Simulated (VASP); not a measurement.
The system is MnO.

```xyz
2
Lattice="0.0000 -2.2220 -2.2220 2.2220 0.0000 -2.2220 2.2220 -2.2220 0.0000" Properties=species:S:1:pos:R:3 pbc="T T T"
Mn    0.0000    0.0000    0.0000
O     2.2220   -2.2220   -2.2220
```

| Quantity | Value |
| --- | --- |
| Program | VASP 6.6.1 |
| Task | relaxation of cell and atoms |
| Functional | PBEsol |
| Potentials or basis | VASP PAW PBE potentials, release 64 (Mn_pv, O) |
| Cutoff | 600 eV |
| k mesh | 16 × 16 × 16 |
| Occupations | gaussian, width 0.1 eV |
| Spin | collinear spin, ferromagnetic start |
| Starting moments | [4.41, 0.25] μB |

At the start: pressure -7.4 GPa; volume 10.97 Å³/atom.

Question: How do energy, volume and symmetry change on relaxing?

Answer: Over 4 steps the energy falls by 18.8 meV/atom and the volume is 10.23 Å³/atom (-6.8 %); space group Fm-3m (No. 225, to 0.1 Å) before and after; moment 4.53 μB per cell.

Step by step:
| step | energy change (eV) | largest force (eV/Å) | pressure (GPa) | volume (Å³) |
| --- | --- | --- | --- | --- |
| 1 | 0.0000 | 0.0000 | -7.44 | 21.94 |
| 2 | -0.0375 | 0.0000 | 0.41 | 20.36 |
| 3 | -0.0377 | 0.0000 | 0.15 | 20.43 |
| 4 | -0.0377 | 0.0000 | 0.03 | 20.46 |

Final structure:
```yaml
crystal:
  lattice:
    - [0.00000, -2.17077, -2.17077]
    - [2.17077, 0.00000, -2.17077]
    - [2.17077, -2.17077, 0.00000]
  atoms:
    - { symbol: Mn, position: [0.00000, 0.00000, 0.00000] }
    - { symbol: O, position: [0.50000, 0.50000, 0.50000] }
```

Caveat: the PAW data sets were made with another functional, which shifts forces and pressure a little; a cell with one magnetic atom can't hold antiferromagnetic order, which such compounds often take.
